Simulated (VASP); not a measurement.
AlIn2N3: single point with PBE

Crystal: AlIn2N3.

```xyz
12
Lattice="5.1343 -2.9546 0.0000 5.1343 2.9546 0.0000 0.0000 0.0000 5.4864" Properties=species:S:1:pos:R:3 pbc="T T T"
Al    5.1343    0.9391    5.4273
Al    5.1343   -0.9391    2.6841
In    6.7964   -1.9286    5.4161
In    3.4721   -1.9286    5.4161
In    3.4721    1.9286    2.6729
In    6.7964    1.9286    2.6729
N     6.6855   -1.8803    2.1148
N     3.5831   -1.8803    2.1148
N     3.5831    1.8803    4.8580
N     6.6855    1.8803    4.8580
N     5.1343    0.7776    1.8515
N     5.1343   -0.7776    4.5947
```

- Program: VASP 6.6.1
- Task: single point
- Functional: PBE
- Potentials or basis: VASP PAW PBE potentials, release 64 (Al, In_d, N)
- Cutoff: 520 eV
- k mesh: 6 × 6 × 6
- Occupations: gaussian, width 0.02 eV
- Spin: no spin polarisation

```yaml
Pressure: 1.1 GPa
Largest_force: 0.031 eV/Å
Band_gap_on_the_k_mesh: 0.91 eV
```

Forces in eV/Å, atoms in the order of the input:
```
Al   0.000 -0.001  0.000
Al   0.000  0.001  0.000
In   0.000  0.000 -0.003
In   0.000  0.000 -0.003
In   0.000  0.000 -0.003
In   0.000  0.000 -0.003
N   -0.024  0.015  0.013
N    0.024  0.015  0.013
N    0.024 -0.015  0.013
N   -0.024 -0.015  0.013
N    0.000 -0.023 -0.020
N    0.000  0.023 -0.020
```

Levels at points of the mesh, in eV from the valence-band top:
```csv
k point,band 42,band 43,band 44,band 45,band 46,band 47
"(0.00, 0.00, 0.00)",-0.05,-0.01,0.00,0.91,3.47,4.99
"(0.50, 0.00, 0.00)",-0.64,-0.61,-0.41,3.56,3.62,4.68
"(0.50, 0.50, 0.00)",-0.72,-0.49,-0.37,3.55,3.65,4.25
"(0.00, 0.00, 0.50)",-0.33,-0.23,-0.23,3.18,3.18,5.90
"(0.50, 0.00, 0.50)",-0.96,-0.88,-0.88,3.94,3.94,4.47
"(0.50, 0.50, 0.50)",-1.00,-0.71,-0.71,4.02,4.02,4.49
```

Run time: 23 min on 1 thread of Intel Xeon 8259CL, on a shared host, peak memory 0.55 GiB.

Caveat: spin-orbit coupling is left out, which moves the levels of the heavy elements.
